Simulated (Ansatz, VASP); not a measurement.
**Te2Mo: VASP beside Ansatz**

```
Te Mo
1.0
     3.55666    0.00000    0.00000
    -1.77833    3.08016    0.00000
     0.00000    0.00000   15.33161
Te Mo
4 2
Cartesian
  0.0000 2.0534 9.6907
  1.7783 1.0267 2.0248
  1.7783 1.0267 5.6410
  0.0000 2.0534 13.3068
  0.0000 2.0534 3.8329
  1.7783 1.0267 11.4987
```

Alike in both runs: functional PBE; k mesh 12 × 12 × 2; occupations gaussian, width 0.02 eV; no spin polarisation.

Ansatz relaxed the structure, and its values are those at the end. VASP's run is a single point on that final structure, the one shown.

|  | VASP | Ansatz |
| --- | --- | --- |
| version | VASP 6.6.1 | Ansatz 0.2.0 |
| potentials or method | VASP PAW PBE potentials, release 64 (Te, Mo_sv), cutoff 520 eV | scalar-relativistic, plane waves, PAW |
| valence electrons in the cell | 52 | 92 |

|  | VASP | Ansatz | Ansatz less VASP |
| --- | --- | --- | --- |
| gap on the k mesh at the Fermi level (eV) | 1.02 | 1.02 | -0.004 |
| least direct gap on the mesh (eV) | 1.03 | 1.03 | +0.001 |
| pressure (GPa) | 0.0 | 0.0 | -0.01 |
| rms of the force components (eV/Å) | 0.006 | 0.000 | -0.0058 |

The functional is the same, so the differences come from potentials, cutoffs and numerics. VASP's potentials hold 52 valence electrons a cell and Ansatz's 92, so a difference there can come from the potentials and not from the codes.

Neither program's run includes spin-orbit coupling.
